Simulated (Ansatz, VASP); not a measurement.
Zr: VASP beside Ansatz

```xyz
2
Lattice="3.2320 0.0000 0.0848 -1.6160 2.7990 -0.0424 0.1351 0.0000 5.1470" Properties=species:S:1:pos:R:3 pbc="T T T"
Zr    0.0338    1.8660    1.2867
Zr    1.7173    0.9330    3.9027
```

Change from the starting cell: strain +0.0525 x Voigt [0, 0, 0, 0, 1, 0], atoms carried along.

Alike in both runs: task single point; functional PBE; k mesh 18 × 18 × 10; occupations gaussian, width 0.15 eV; no spin polarisation.

|  | VASP | Ansatz |
| --- | --- | --- |
| version | VASP 6.6.1 | Ansatz 0.2.0 |
| potentials or method | VASP PAW PBE potentials, release 64 (Zr_sv), cutoff 520 eV | scalar-relativistic, plane waves, PAW |
| valence electrons in the cell | 24 | 24 |

Ansatz gave:

- gap on the k mesh at the Fermi level (eV): none
- pressure (GPa): 0.5
- traceless stress, the component that is largest in VASP (GPa): -1.35
- rms of the force components (eV/Å): 0.006

Question: What did VASP give for the same quantities?

Answer: gap on the k mesh at the Fermi level (eV): none; pressure (GPa): 0.5; traceless stress, the component that is largest in VASP (GPa): -1.36; rms of the force components (eV/Å): 0.006.

Atom by atom the forces differ by 0.000 eV/Å (rms over components). A gap of «none» marks a metal or a gap that the smearing closes.
